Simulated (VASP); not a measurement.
# Be3Te2Se (P4mm) in VASP: single point with PBE

Aim: the single point of Be3Te2Se with PBE.

Everything below comes from runs of VASP 6.6.1. Logs are shortened: lines on timing, memory, paths and dates and some standing lists are left out, and cuts for length are marked.

## Step 1: The cell of the first run

Symmetry: P4mm, No. 99, tetragonal system. The conventional cell has a = 4.158 Å, b = 4.158 Å, c = 8.256 Å, α = 90.00°, β = 90.00°, γ = 90.00°. Within 3.2 Å of Be (site symmetry 2mm) lie 6 Be at 2.43 to 2.94 Å and 4 Te at 2.53 to 2.60 Å. Be (site symmetry 4mm) has 1 Se at 2.03 Å and 4 Be at 2.43 Å and 1 Te at 2.69 Å within 2.7 Å. Within 3.3 Å of Te (site symmetry 4mm) lie 5 Be at 2.53 to 2.69 Å. Within 3.5 Å of Te (site symmetry 4mm) lie 8 Be at 2.60 to 2.96 Å and 4 Se at 3.41 Å. Within 2.7 Å of Se (site symmetry 4mm) lie 1 Be at 2.03 Å.

The cell was built from a structure type or drawn by symmetry, and may not be a known phase.

## Step 2: Single point, PBE

INCAR reads:

```
SYSTEM = Be3Te2Se
PREC = Accurate
ENCUT = 600
EDIFF = 1E-6
ISMEAR = 0
SIGMA = 0.15
LREAL = .False.
LASPH = .True.
NELM = 120
ALGO = Normal
ISIF = 2
LWAVE = .False.
LCHARG = .False.
GGA = PE
NBANDS = 21
GGA_COMPAT = .False.
```

KPOINTS reads:

```
regular mesh
0
Gamma
  3 3 2
  0 0 0
```

POSCAR reads:

```
Be3Te2Se
1.0
    4.1577501191      0.0000000000      0.0000000000
    0.0000000000      4.1577501191      0.0000000000
    0.0000000000      0.0000000000      8.2561857046
Be Te Se
3 2 1
Direct
    0.5000000000      0.0000000000      0.3084162511
    0.0000000000      0.5000000000      0.3084162511
    0.5000000000      0.5000000000      0.1563398996
    0.5000000000      0.5000000000      0.4821273210
    0.0000000000      0.0000000000      0.1192772507
    0.5000000000      0.5000000000      0.9104921264
```

Potentials or basis: VASP PAW PBE potentials, release 64 (Be, Te, Se).

On the command line:

```bash
> cat potpaw_PBE.64/Be/POTCAR potpaw_PBE.64/Te/POTCAR potpaw_PBE.64/Se/POTCAR > POTCAR
> mpirun -np 1 vasp_std > vasp.out
```

OUTCAR:

```text
SYSTEM = Be3Te2Se
   PREC = Accurate
   ENCUT = 600
   EDIFF = 1E-6
   ISMEAR = 0
   LREAL = .False.
   LASPH = .True.
   NELM = 120
   ISIF = 2
   GGA = PE

 ion  position               nearest neighbor table
   1  0.500  0.000  0.308-   4 2.53   4 2.53   5 2.60   5 2.60
   2  0.000  0.500  0.308-   4 2.53   4 2.53   5 2.60   5 2.60
   3  0.500  0.500  0.156-   6 2.03   4 2.69   5 2.96   5 2.96   5 2.96   5 2.96
   4  0.500  0.500  0.482-   1 2.53   2 2.53   1 2.53   2 2.53   3 2.69
   5  0.000  0.000  0.119-   1 2.60   2 2.60   2 2.60   1 2.60   3 2.96   3 2.96   3 2.96   3 2.96

   6  0.500  0.500  0.910-   3 2.03

  LATTYP: Found a simple tetragonal cell.
 ALAT       =     4.1577501191
 C/A-ratio  =     1.9857339831

  Lattice vectors:

 A1 = (   4.1577501191,   0.0000000000,   0.0000000000)
 A2 = (   0.0000000000,   4.1577501191,   0.0000000000)
 A3 = (   0.0000000000,   0.0000000000,   8.2561857046)

Analysis of symmetry for initial positions (statically):
=====================================================================
 Subroutine PRICEL returns:
 Original cell was already a primitive cell.

 Routine SETGRP: Setting up the symmetry group for a
 simple tetragonal supercell.

 Subroutine GETGRP returns: Found  8 space group operations
 (whereof  8 operations were pure point group operations)
 out of a pool of 16 trial point group operations.

The static configuration has the point symmetry C_4v.

Analysis of symmetry for dynamics (positions and initial velocities):
=====================================================================
 Subroutine PRICEL returns:
 Original cell was already a primitive cell.

 Routine SETGRP: Setting up the symmetry group for a
 simple tetragonal supercell.

 Subroutine GETGRP returns: Found  8 space group operations
 (whereof  8 operations were pure point group operations)
 out of a pool of 16 trial point group operations.

The dynamic configuration has the point symmetry C_4v.

 Subroutine INISYM returns: Found  8 space group operations
 (whereof  8 operations are pure point group operations),
 and found     1 'primitive' translations

----------------------------------------------------------------------------------------

                                     Primitive cell

  volume of cell :     142.7237

  direct lattice vectors                    reciprocal lattice vectors
     4.157750119  0.000000000  0.000000000     0.240514695  0.000000000  0.000000000
     0.000000000  4.157750119  0.000000000     0.000000000  0.240514695  0.000000000
     0.000000000  0.000000000  8.256185705     0.000000000  0.000000000  0.121121307

  length of vectors
     4.157750119  4.157750119  8.256185705     0.240514695  0.240514695  0.121121307

  position of ions in fractional coordinates (direct lattice)
     0.500000000  0.000000000  0.308416251
     0.000000000  0.500000000  0.308416251
     0.500000000  0.500000000  0.156339900
     0.500000000  0.500000000  0.482127321
     0.000000000  0.000000000  0.119277251
     0.500000000  0.500000000  0.910492126

  ion indices of the primitive-cell ions
   primitive index   ion index
                 1           1
                 2           2
                 3           3
                 4           4
                 5           5
                 6           6

----------------------------------------------------------------------------------------

 KPOINTS: regular mesh

Automatic generation of k-mesh.
 Grid dimensions read from file:
 generate k-points for:    3    3    2

 Generating k-lattice:

  Cartesian coordinates                     Fractional coordinates (reciprocal lattice)
     0.080171565  0.000000000  0.000000000     0.333333333  0.000000000  0.000000000
     0.000000000  0.080171565  0.000000000     0.000000000  0.333333333  0.000000000
     0.000000000  0.000000000  0.060560653     0.000000000  0.000000000  0.500000000

  Length of vectors
     0.080171565  0.080171565  0.060560653

  Shift w.r.t. Gamma in fractional coordinates (k-lattice)
     0.000000000  0.000000000  0.000000000

 Subroutine IBZKPT returns following result:
 ===========================================

 Found      6 irreducible k-points:

 Following reciprocal coordinates:
            Coordinates               Weight
  0.000000  0.000000  0.000000      1.000000
  0.333333  0.000000  0.000000      4.000000
  0.333333  0.333333  0.000000      4.000000
  0.000000  0.000000  0.500000      1.000000
  0.333333  0.000000  0.500000      4.000000
  0.333333  0.333333  0.500000      4.000000
   k-points           NKPTS =      6   k-points in BZ     NKDIM =      6   number of bands    NBANDS=     21
   number of dos      NEDOS =    301   number of ions     NIONS =      6
   total plane-waves  NPLWV =  90720
   dimension x,y,z NGX =    36 NGY =   36 NGZ =   70
   dimension x,y,z NGXF=    72 NGYF=   72 NGZF=  140
   ions per type =               3   2   1
   NGX,Y,Z   is equivalent  to a cutoff of  14.39, 14.39, 14.10 a.u.
   NGXF,Y,Z  is equivalent  to a cutoff of  28.79, 28.79, 28.19 a.u.
 SYSTEM =  Be3Te2Se
   PREC   = accura    normal or accurate (medium, high low for compatibility)
   ISTART =      0    job   : 0-new  1-cont  2-samecut
   ICHARG =      2    charge: 1-file 2-atom 10-const
   ISPIN  =      1    spin polarized calculation?
   LNONCOLLINEAR =      F non collinear calculations
   LSORBIT =      F    spin-orbit coupling
   LASPH  =      T    aspherical Exc in radial PAW
   ENCUT  =  600.0 eV  44.10 Ry    6.64 a.u.   8.30  8.30 16.49*2*pi/ulx,y,z
   NELM   =    120;   NELMIN=  2; NELMDL= -5     # of ELM steps
   EDIFF  = 0.1E-05   stopping-criterion for ELM
   LREAL  =      F    real-space projection
   EDIFFG = 0.1E-04   stopping-criterion for IOM
   NSW    =      0    number of steps for IOM
   IBRION =     -1    ionic relax: 0-MD 1-quasi-New 2-CG
   NFREE  =      0    steps in history (QN), initial steepest desc. (CG)
   ISIF   =      2    stress and relaxation
   ISYM   =      2    0-nonsym 1-usesym 2-fastsym
   POTIM  = 0.5000    time-step for ionic-motion
   TEBEG  =    0.0;   TEEND  =   0.0 temperature during run
   PSTRESS=    0.0 pullay stress
   NELECT =      24.0000    total number of electrons
   NUPDOWN=      -1.0000    fix difference up-down
   EMIN   =  10.00;   EMAX   =-10.00  energy-range for DOS
   EFERMI =   0.00;   METHOD = LEGACY
   ISMEAR =     0;   SIGMA  =   0.15  broadening in eV -4-tet -1-fermi 0-gaus
   EFERMI_NEDOS =   21; number of points for ismear=-14 and -15
   IALGO  =     38    algorithm
   IMIX   =      4    mixing-type and parameters
     AMIX     =   0.40;   BMIX     =  1.00
     AMIX_MAG =   1.60;   BMIX_MAG =  1.00
  volume/ion in A,a.u.               =      23.79       160.52
  Fermi-wavevector in a.u.,A,eV,Ry     =   0.903608  1.707571 11.109246  0.816507
  Thomas-Fermi vector in A             =   2.026954
   LORBIT       =      0    0 simple, 1 ext, 2 COOP (PROOUT), +10 PAW based schemes
   GGA     = PE    functional components
   LHFCALC =     F    Hartree Fock is set to
   AEXX    =    0.0000 exact exchange contribution
   IVDW    =     0    specifies the selected vdW correction
   LEPSILON=     F    determine dielectric tensor
   LRPA    =     F    only Hartree local field effects (RPA)
 non-spin polarized calculation
 Gauss-broadening in eV      SIGMA  =   0.15
  energy-cutoff  :      600.00
  volume of cell :      142.72
 maximum number of plane-waves:      4792
 NGX is ok and might be reduce to    36
   NGX = 17   NGY = 17   NGZ = 33

 number of electron      24.0000002 magnetization

 Free energy of the ion-electron system (eV)
  ---------------------------------------------------
  ext. energy  EPLUGINS =         0.00000000
  ---------------------------------------------------
  free energy    TOTEN  =       -19.88632531 eV

  energy without entropy =      -19.86512704  energy(sigma->0) =      -19.87572617

 E-fermi :   3.9906     XC(G=0):  -8.3632

 val. band max:        3.9499925050   @ k =   0.0000   0.0000   0.5000
 cond. band min:       4.1180230985   @ k =   0.0000   0.0000   0.5000
 fundamental gap:      0.1680305935
 Fermi energy:         3.9906441968

 k-point     1 :       0.0000    0.0000    0.0000
  band No.  band energies     occupation
      1      -9.4925      2.00000
      2      -8.4445      2.00000
      3      -7.2088      2.00000
      4      -1.3690      2.00000
      5      -0.6135      2.00000
      6      -0.6135      2.00000
[... 13 lines left out ...]
     20       8.6169      0.00000
     21      10.6441      0.00000

 k-point     2 :       0.3333    0.0000    0.0000
  band No.  band energies     occupation
      1      -8.9070      2.00000
      2      -8.1806      2.00000
      3      -7.5601      2.00000
      4      -2.7052      2.00000
      5      -1.6322      2.00000
      6       0.1753      2.00000
[... 13 lines left out ...]
     20       8.7265      0.00000
     21      10.4350      0.00000

 k-point     3 :       0.3333    0.3333    0.0000
  band No.  band energies     occupation
      1      -8.4551      2.00000
      2      -7.9181      2.00000
      3      -7.5459      2.00000
      4      -2.2599      2.00000
      5      -2.2543      2.00000
      6      -1.3163      2.00000
[... 13 lines left out ...]
     20       9.6330      0.00000
     21       9.9923      0.00000

 k-point     4 :       0.0000    0.0000    0.5000
  band No.  band energies     occupation
      1      -9.4245      2.00000
      2      -8.6326      2.00000
      3      -7.0360      2.00000
      4      -1.5313      2.00000
      5      -0.5966      2.00000
      6      -0.5966      2.00000
[... 13 lines left out ...]
     20       8.3657      0.00000
     21       9.4451      0.00000

 k-point     5 :       0.3333    0.0000    0.5000
  band No.  band energies     occupation
      1      -8.8235      2.00000
      2      -8.3600      2.00000
      3      -7.4692      2.00000
      4      -2.4418      2.00000
      5      -1.6950      2.00000
      6      -0.2291      2.00000
[... 13 lines left out ...]
     20       9.0442      0.00000
     21       9.7983      0.00000

 k-point     6 :       0.3333    0.3333    0.5000
  band No.  band energies     occupation
      1      -8.3644      2.00000
      2      -8.0814      2.00000
      3      -7.4862      2.00000
      4      -2.2426      2.00000
      5      -2.0171      2.00000
      6      -1.2786      2.00000
[... 13 lines left out ...]
     20       9.6596      0.00000
     21      10.7125      0.00000

------------------------ aborting loop because EDIFF is reached ----------------------------------------

  FORCE on cell =-STRESS in cart. coord.  units (eV):
  Direction    XX          YY          ZZ          XY          YZ          ZX
  --------------------------------------------------------------------------------------
  -------------------------------------------------------------------------------------
  Total        0.0785213      0.0785213      0.1904183      0.0000000      0.0000000      0.0000000
  in kB        0.8814580      0.8814580      2.1375830      0.0000000      0.0000000      0.0000000
  external PRESSURE =       1.3001663 kB  Pullay stress =       0.0000000 kB

 VOLUME and BASIS-vectors are now :
 -----------------------------------------------------------------------------
  energy-cutoff  :      600.00
  volume of cell :      142.72
      direct lattice vectors                 reciprocal lattice vectors
     4.157750119  0.000000000  0.000000000     0.240514695  0.000000000  0.000000000
     0.000000000  4.157750119  0.000000000     0.000000000  0.240514695  0.000000000
     0.000000000  0.000000000  8.256185705     0.000000000  0.000000000  0.121121307

 POSITION                                       TOTAL-FORCE (eV/Angst)
 -----------------------------------------------------------------------------------
      2.07888      0.00000      2.54634        -0.000000     -0.000000     -0.005276
      0.00000      2.07888      2.54634         0.000000     -0.000000     -0.005276
      2.07888      2.07888      1.29077        -0.000000     -0.000000      0.026804
      2.07888      2.07888      3.98053        -0.000000      0.000000      0.051651
      0.00000      0.00000      0.98478        -0.000000     -0.000000     -0.037290
      2.07888      2.07888      7.51719        -0.000000     -0.000000     -0.030613
 -----------------------------------------------------------------------------------
    total drift:                                0.000000      0.000000      0.000247

  FREE ENERGIE OF THE ION-ELECTRON SYSTEM (eV)
  ---------------------------------------------------
  free  energy   TOTEN  =       -19.8863253121 eV

  energy  without entropy=      -19.8651270367  energy(sigma->0) =      -19.87572617
```

It took 17 s on 1 thread of Intel Xeon 6975P-C (Granite Rapids), shared host; peak memory 0.28 GiB.

Results:

```
Free energy            : -19.8863 eV
Pressure               : 0.1 GPa
Largest force          : 0.052 eV/Å
Band gap on the k mesh : zero (bands 12 and 13 overlap by 0.19 eV)
```

Forces on the atoms (eV/Å):
```
Be   0.000  0.000 -0.005
Be   0.000  0.000 -0.005
Be   0.000  0.000  0.027
Te   0.000  0.000  0.052
Te   0.000  0.000 -0.037
Se   0.000  0.000 -0.031
```

Levels at points of the mesh, in eV from the Fermi level:
| k point | band 8 | band 9 | band 10 | band 11 | band 12 | band 13 | band 14 | band 15 | band 16 | band 17 |
| --- | --- | --- | --- | --- | --- | --- | --- | --- | --- | --- |
| (0.00, 0.00, 0.00) | -2.21 | -2.21 | -1.73 | -0.40 | -0.06 | -0.06 | -0.05 | 1.62 | 2.48 | 3.06 |
| (0.00, 0.00, 0.50) | -2.32 | -2.32 | -2.17 | -0.04 | 0.13 | 0.13 | 0.30 | 1.59 | 3.11 | 3.11 |

Caveat: the k points lie up to 0.50 Å⁻¹ apart; semilocal functionals underestimate gaps, so a narrow gap can read as zero; spin-orbit coupling is left out, which moves the levels of the heavy elements; this functional lacks dispersion, which binds the layers, so the pressure and a relaxed spacing across them are unreliable.
